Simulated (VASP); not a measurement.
# LaS3 (P6/mmm) in VASP: notebook

Runs on LaS3. Level: PBE. Tasks: single point, relaxation of cell and atoms.

All numbers are computed with VASP 6.6.1; they aren't measurements. Logs are shortened: lines on timing, memory, paths and dates and some standing lists are left out, and cuts for length are marked.

### 1 The cell of the first run

The structure is hexagonal, space group P6/mmm (No. 191). Conventional cell: a = 3.859 Å, b = 3.859 Å, c = 9.611 Å, α = 90.00°, β = 90.00°, γ = 120.00°. La (site symmetry 6/mmm) has 2 S at 2.66 Å within 3.5 Å. Within 2.8 Å of S (site symmetry 6mm) lie 1 S at 2.15 Å and 1 La at 2.66 Å. Within 2.8 Å of S (site symmetry 6/mmm) lie 2 S at 2.15 Å.

The cell was generated, and may not be a known phase.

### 2 Single point, PBE

File INCAR:

```
PREC = Accurate
ENCUT = 520
EDIFF = 1E-7
ISMEAR = 0
SIGMA = 0.1
LREAL = F
LASPH = T
NELM = 100
ALGO = Normal
ISIF = 2
LWAVE = F
LCHARG = T
GGA = PE
LELF = T
LVHAR = T
NBANDS = 22
```

File KPOINTS:

```
Automatic mesh
0
Gamma
  12 12 6
```

File POSCAR:

```
LaS3
1.0
    3.8586801675      0.0000000000      0.0000000000
   -1.9293400838      3.3417150501      0.0000000000
    0.0000000000      0.0000000000      9.6111873029
La S
1 3
Direct
    0.0000000000      0.0000000000      0.0000000000
    0.0000000000      0.0000000000      0.7235124035
    0.0000000000      0.0000000000      0.2764875965
    0.0000000000      0.0000000000      0.5000000000
```

Potentials or basis: VASP PAW PBE potentials, release 64 (La, S).

The run is started by

```bash
$ cat potpaw_PBE.64/La/POTCAR potpaw_PBE.64/S/POTCAR > POTCAR
$ mpirun -np 1 vasp_std > vasp.out
```

OUTCAR:

```text
PREC = Accurate
   ENCUT = 520
   EDIFF = 1E-7
   ISMEAR = 0
   LREAL = F
   LASPH = T
   NELM = 100
   ISIF = 2
   GGA = PE

 ion  position               nearest neighbor table
   1  0.000  0.000  0.000-   2 2.66   3 2.66
   2  0.000  0.000  0.724-   4 2.15   1 2.66
   3  0.000  0.000  0.276-   4 2.15   1 2.66
   4  0.000  0.000  0.500-   2 2.15   3 2.15

  LATTYP: Found a hexagonal cell.
 ALAT       =     3.8586801675
 C/A-ratio  =     2.4907965640

  Lattice vectors:

 A1 = (   3.8586801675,   0.0000000000,   0.0000000000)
 A2 = (  -1.9293400838,   3.3417150501,   0.0000000000)
 A3 = (   0.0000000000,   0.0000000000,   9.6111873029)

Analysis of symmetry for initial positions (statically):
=====================================================================
 Subroutine PRICEL returns:
 Original cell was already a primitive cell.

 Routine SETGRP: Setting up the symmetry group for a
 hexagonal supercell.

 Subroutine GETGRP returns: Found 24 space group operations
 (whereof 24 operations were pure point group operations)
 out of a pool of 24 trial point group operations.

The static configuration has the point symmetry D_6h.

Analysis of symmetry for dynamics (positions and initial velocities):
=====================================================================
 Subroutine PRICEL returns:
 Original cell was already a primitive cell.

 Routine SETGRP: Setting up the symmetry group for a
 hexagonal supercell.

 Subroutine GETGRP returns: Found 24 space group operations
 (whereof 24 operations were pure point group operations)
 out of a pool of 24 trial point group operations.

The dynamic configuration has the point symmetry D_6h.

 Subroutine INISYM returns: Found 24 space group operations
 (whereof 24 operations are pure point group operations),
 and found     1 'primitive' translations

----------------------------------------------------------------------------------------

                                     Primitive cell

  volume of cell :     123.9325

  direct lattice vectors                    reciprocal lattice vectors
     3.858680168  0.000000000  0.000000000     0.259155970  0.149623769  0.000000000
    -1.929340084  3.341715050  0.000000000     0.000000000  0.299247538  0.000000000
     0.000000000  0.000000000  9.611187303     0.000000000  0.000000000  0.104045418

  length of vectors
     3.858680168  3.858680167  9.611187303     0.299247538  0.299247538  0.104045418

  position of ions in fractional coordinates (direct lattice)
     0.000000000  0.000000000  0.000000000
     0.000000000  0.000000000  0.723512404
     0.000000000  0.000000000  0.276487596
     0.000000000  0.000000000  0.500000000

  ion indices of the primitive-cell ions
   primitive index   ion index
                 1           1
                 2           2
                 3           3
                 4           4

----------------------------------------------------------------------------------------

 KPOINTS: Automatic mesh

Automatic generation of k-mesh.
 Grid dimensions read from file:
 generate k-points for:   12   12    6

 Generating k-lattice:

  Cartesian coordinates                     Fractional coordinates (reciprocal lattice)
     0.021596331  0.012468647  0.000000000     0.083333333  0.000000000  0.000000000
     0.000000000  0.024937295  0.000000000     0.000000000  0.083333333  0.000000000
     0.000000000  0.000000000  0.017340903     0.000000000  0.000000000  0.166666667

  Length of vectors
     0.024937295  0.024937295  0.017340903

  Shift w.r.t. Gamma in fractional coordinates (k-lattice)
     0.000000000  0.000000000  0.000000000

 Subroutine IBZKPT returns following result:
 ===========================================

 Found     76 irreducible k-points:

 Following reciprocal coordinates:
            Coordinates               Weight
  0.000000  0.000000  0.000000      1.000000
  0.083333  0.000000  0.000000      6.000000
  0.166667  0.000000  0.000000      6.000000
  0.250000  0.000000  0.000000      6.000000
  0.333333  0.000000  0.000000      6.000000
  0.416667  0.000000  0.000000      6.000000
[... 16 lines left out ...]
  0.250000  0.000000  0.166667     12.000000
  0.333333  0.000000  0.166667     12.000000
 [... further k-points ...]
   k-points           NKPTS =     76   k-points in BZ     NKDIM =     76   number of bands    NBANDS=     22
   number of dos      NEDOS =    301   number of ions     NIONS =      4
   total plane-waves  NPLWV =  64800
   dimension x,y,z NGX =    30 NGY =   30 NGZ =   72
   dimension x,y,z NGXF=    60 NGYF=   60 NGZF=  144
   ions per type =               1   3
   NGX,Y,Z   is equivalent  to a cutoff of  12.93, 12.93, 12.45 a.u.
   NGXF,Y,Z  is equivalent  to a cutoff of  25.85, 25.85, 24.91 a.u.
 SYSTEM =  unknown system
   PREC   = accura    normal or accurate (medium, high low for compatibility)
   ISTART =      0    job   : 0-new  1-cont  2-samecut
   ICHARG =      2    charge: 1-file 2-atom 10-const
   ISPIN  =      1    spin polarized calculation?
   LNONCOLLINEAR =      F non collinear calculations
   LSORBIT =      F    spin-orbit coupling
   LASPH  =      T    aspherical Exc in radial PAW
   ENCUT  =  520.0 eV  38.22 Ry    6.18 a.u.   7.17  7.17 17.87*2*pi/ulx,y,z
   NELM   =    100;   NELMIN=  2; NELMDL= -5     # of ELM steps
   EDIFF  = 0.1E-06   stopping-criterion for ELM
   LREAL  =      F    real-space projection
   EDIFFG = 0.1E-05   stopping-criterion for IOM
   NSW    =      0    number of steps for IOM
   IBRION =     -1    ionic relax: 0-MD 1-quasi-New 2-CG
   NFREE  =      0    steps in history (QN), initial steepest desc. (CG)
   ISIF   =      2    stress and relaxation
   ISYM   =      2    0-nonsym 1-usesym 2-fastsym
   POTIM  = 0.5000    time-step for ionic-motion
   TEBEG  =    0.0;   TEEND  =   0.0 temperature during run
   PSTRESS=    0.0 pullay stress
   NELECT =      29.0000    total number of electrons
   NUPDOWN=      -1.0000    fix difference up-down
   EMIN   =  10.00;   EMAX   =-10.00  energy-range for DOS
   EFERMI =   0.00;   METHOD = LEGACY
   ISMEAR =     0;   SIGMA  =   0.10  broadening in eV -4-tet -1-fermi 0-gaus
   EFERMI_NEDOS =   21; number of points for ismear=-14 and -15
   IALGO  =     38    algorithm
   IMIX   =      4    mixing-type and parameters
     AMIX     =   0.40;   BMIX     =  1.00
     AMIX_MAG =   1.60;   BMIX_MAG =  1.00
  volume/ion in A,a.u.               =      30.98       209.08
  Fermi-wavevector in a.u.,A,eV,Ry     =   1.008817  1.906388 13.846810  1.017712
  Thomas-Fermi vector in A             =   2.141707
   LORBIT       =      0    0 simple, 1 ext, 2 COOP (PROOUT), +10 PAW based schemes
   GGA     = PE    functional components
   LHFCALC =     F    Hartree Fock is set to
   AEXX    =    0.0000 exact exchange contribution
   IVDW    =     0    specifies the selected vdW correction
   LEPSILON=     F    determine dielectric tensor
   LRPA    =     F    only Hartree local field effects (RPA)
 non-spin polarized calculation
 Gauss-broadening in eV      SIGMA  =   0.10
  energy-cutoff  :      520.00
  volume of cell :      123.93
 maximum number of plane-waves:      3378
 NGX is ok and might be reduce to    30
   NGX = 15   NGY = 15   NGZ = 35

 number of electron      28.9999999 magnetization

 Free energy of the ion-electron system (eV)
  ---------------------------------------------------
  ext. energy  EPLUGINS =         0.00000000
  ---------------------------------------------------
  free energy    TOTEN  =       -16.62904432 eV

  energy without entropy =      -16.60940121  energy(sigma->0) =      -16.61922277

 E-fermi :   3.0229     XC(G=0):  -8.3924

 val. band max:        3.0180402182   @ k =   0.2500   0.0833   0.5000
 cond. band min:       3.0247086752   @ k =   0.1667   0.0833   0.3333
 fundamental gap:      0.0066684569
 Fermi energy:         3.0229025902

 k-point     1 :       0.0000    0.0000    0.0000
  band No.  band energies     occupation
      1     -29.5343      2.00000
      2     -13.7003      2.00000
      3     -12.9153      2.00000
      4     -12.9153      2.00000
      5     -11.4071      2.00000
      6      -9.0887      2.00000
[... 14 lines left out ...]
     21       5.3609      0.00000
     22       5.3609      0.00000

 k-point     2 :       0.0833    0.0000    0.0000
  band No.  band energies     occupation
      1     -29.5282      2.00000
      2     -13.6908      2.00000
      3     -12.9746      2.00000
      4     -12.9285      2.00000
      5     -11.3879      2.00000
      6      -9.0703      2.00000
[... 14 lines left out ...]
     21       5.3522      0.00000
     22       5.3725      0.00000

 k-point     3 :       0.1667    0.0000    0.0000
  band No.  band energies     occupation
      1     -29.5115      2.00000
      2     -13.6646      2.00000
      3     -13.1326      2.00000
      4     -12.9642      2.00000
      5     -11.3347      2.00000
      6      -9.0190      2.00000
[... 14 lines left out ...]
     21       5.3657      0.00000
     22       5.4047      0.00000

 k-point     4 :       0.2500    0.0000    0.0000
  band No.  band energies     occupation
      1     -29.4884      2.00000
      2     -13.6284      2.00000
      3     -13.3400      2.00000
      4     -13.0124      2.00000
      5     -11.2601      2.00000
      6      -8.9468      2.00000
[... 14 lines left out ...]
     21       5.4503      0.00000
     22       5.4542      0.00000

 k-point     5 :       0.3333    0.0000    0.0000
  band No.  band energies     occupation
      1     -29.4652      2.00000
      2     -13.5919      2.00000
      3     -13.5386      2.00000
      4     -13.0598      2.00000
      5     -11.1832      2.00000
      6      -8.8716      2.00000
[... 417 lines left out ...]
 k-point    22 :       0.1667    0.0000    0.1667
  band No.  band energies     occupation
      1     -29.5115      2.00000
      2     -13.6688      2.00000
      3     -13.1326      2.00000
      4     -12.9642      2.00000
      5     -11.2955      2.00000
      6      -9.1521      2.00000
[... 14 lines left out ...]
     21       5.3653      0.00000
     22       5.4058      0.00000

 k-point    23 :       0.2500    0.0000    0.1667
  band No.  band energies     occupation
      1     -29.4884      2.00000
      2     -13.6324      2.00000
      3     -13.3400      2.00000
      4     -13.0124      2.00000
      5     -11.2218      2.00000
      6      -9.0772      2.00000
[... 14 lines left out ...]
     21       5.4515      0.00000
     22       5.4517      0.00000

 k-point    24 :       0.3333    0.0000    0.1667
  band No.  band energies     occupation
      1     -29.4652      2.00000
      2     -13.5957      2.00000
      3     -13.5386      2.00000
      4     -13.0598      2.00000
      5     -11.1458      2.00000
      6      -8.9994      2.00000
[... 14 lines left out ...]
     21       5.4869      0.00000
     22       5.5002      0.00000

 [... further k-points ...]

------------------------ aborting loop because EDIFF is reached ----------------------------------------

  FORCE on cell =-STRESS in cart. coord.  units (eV):
  Direction    XX          YY          ZZ          XY          YZ          ZX
  --------------------------------------------------------------------------------------
  -------------------------------------------------------------------------------------
  Total       -0.0279339     -0.0279339     -0.2320388      0.0000000      0.0000000      0.0000000
  in kB       -0.3611246     -0.3611246     -2.9997560      0.0000000      0.0000000      0.0000000
  external PRESSURE =      -1.2406684 kB  Pullay stress =       0.0000000 kB

 VOLUME and BASIS-vectors are now :
 -----------------------------------------------------------------------------
  energy-cutoff  :      520.00
  volume of cell :      123.93
      direct lattice vectors                 reciprocal lattice vectors
     3.858680168  0.000000000  0.000000000     0.259155970  0.149623769  0.000000000
    -1.929340084  3.341715050  0.000000000     0.000000000  0.299247538  0.000000000
     0.000000000  0.000000000  9.611187303     0.000000000  0.000000000  0.104045418

 POSITION                                       TOTAL-FORCE (eV/Angst)
 -----------------------------------------------------------------------------------
      0.00000      0.00000      0.00000        -0.000000      0.000000      0.000000
      0.00000      0.00000      6.95381         0.000000      0.000000     -0.014025
      0.00000      0.00000      2.65737        -0.000000     -0.000000      0.014025
      0.00000      0.00000      4.80559        -0.000000      0.000000      0.000000
 -----------------------------------------------------------------------------------
    total drift:                               -0.000000      0.000000     -0.000000

  FREE ENERGIE OF THE ION-ELECTRON SYSTEM (eV)
  ---------------------------------------------------
  free  energy   TOTEN  =       -16.6290443194 eV

  energy  without entropy=      -16.6094012131  energy(sigma->0) =      -16.61922277
```

Wall time 3.5 min (1 thread of Intel Xeon Platinum 8488C (Sapphire Rapids), shared host); peak memory 0.38 GiB.

Results:

- Free energy: -16.6290 eV
- Pressure: -0.1 GPa
- Largest force: 0.014 eV/Å
- Band gap on the k mesh: zero (an odd number of electrons rules out a gap without spin polarisation)

Forces on the atoms (eV/Å):
```
La   0.000  0.000  0.000
S    0.000  0.000 -0.014
S    0.000  0.000  0.014
S    0.000  0.000  0.000
```

Caveat: spin-orbit coupling is left out, which moves the levels of the heavy elements; an odd number of electrons without spin polarisation forces a metal; a magnetic or distorted state may lie lower.

### 3 Relaxation of cell and atoms, PBE

File INCAR:

```
PREC = Accurate
ENCUT = 600
EDIFF = 1E-6
ISMEAR = 0
SIGMA = 0.1
LREAL = F
LASPH = T
NELM = 80
ALGO = Normal
ISIF = 3
LWAVE = F
LCHARG = F
GGA = PE
IBRION = 2
NSW = 100
EDIFFG = -0.01
```

File KPOINTS:

```
regular mesh
0
Gamma
  12 12 6
```

File POSCAR:

```
LaS3
1.0
    3.8684107993      0.0000000000      0.0000000000
   -1.9342053997      3.3501420245      0.0000000000
    0.0000000000      0.0000000000      9.5580643052
La S
1 3
Direct
    0.0000000000      0.0000000000      0.0000000000
    0.0000000000      0.0000000000      0.7242386565
    0.0000000000      0.0000000000      0.2757613435
    0.0000000000      0.0000000000      0.5000000000
```

Potentials or basis: VASP PAW PBE potentials, release 64 (La, S).

The run is started by

```bash
$ cat potpaw_PBE.64/La/POTCAR potpaw_PBE.64/S/POTCAR > POTCAR
$ mpirun -np 1 vasp_std > vasp.out
```

Wall time 8.2 min (1 thread of Intel Xeon Platinum 8488C (Sapphire Rapids), shared host); peak memory 0.46 GiB.

Results (log left out):

- Free energy: -16.6304 eV
- Relaxed volume: 31.04 Å³/atom
- Relaxed cell: a = 3.864 Å, b = 3.864 Å, c = 9.602 Å, α = 90.00°, β = 90.00°, γ = 120.00°
- Space group after relaxing (to 0.1 Å): P6/mmm (No. 191)
- Energy gained by relaxing: 0.7 meV/atom
- Ionic steps: 5
- Pressure after relaxing: 0.0 GPa
- Band gap on the k mesh: zero (an odd number of electrons rules out a gap without spin polarisation)

Step by step:
```csv
step,energy change (eV),largest force (eV/Å),pressure (GPa),volume (Å³)
1,0.0000,0.0767,0.34,123.87
2,0.0019,0.0930,-0.59,125.03
3,-0.0022,0.0820,-0.07,124.36
4,-0.0026,0.0280,-0.04,124.23
5,-0.0027,0.0014,-0.03,124.17
```

Final structure:
```cif
data_structure
_symmetry_space_group_name_H-M 'P 1'
_symmetry_Int_Tables_number 1
_cell_length_a 3.8642
_cell_length_b 3.8642
_cell_length_c 9.6019
_cell_angle_alpha 90.000
_cell_angle_beta 90.000
_cell_angle_gamma 120.000
_cell_volume 124.17
loop_
_atom_site_label
_atom_site_type_symbol
_atom_site_fract_x
_atom_site_fract_y
_atom_site_fract_z
_atom_site_occupancy
La1 La 0.00000 0.00000 0.00000 1
S1 S 0.00000 0.00000 0.72350 1
S2 S 0.00000 0.00000 0.27650 1
S3 S 0.00000 0.00000 0.50000 1
```

Levels at points of the mesh, in eV from the Fermi level:
| k point | band 12 | band 13 | band 14 | band 15 | band 16 | band 17 |
| --- | --- | --- | --- | --- | --- | --- |
| (0.00, 0.00, 0.00) | -1.42 | -0.73 | -0.73 | 0.96 | 0.96 | 1.81 |
| (0.50, 0.00, 0.00) | -1.26 | -1.20 | -0.77 | -0.55 | 0.60 | 1.75 |
| (0.00, 0.00, 0.50) | -0.54 | -0.54 | -0.18 | 0.75 | 0.75 | 1.81 |
| (0.50, 0.00, 0.50) | -1.35 | -0.97 | -0.55 | 0.08 | 0.31 | 2.12 |

Caveat: spin-orbit coupling is left out, which moves the levels of the heavy elements; an odd number of electrons without spin polarisation forces a metal; a magnetic or distorted state may lie lower.
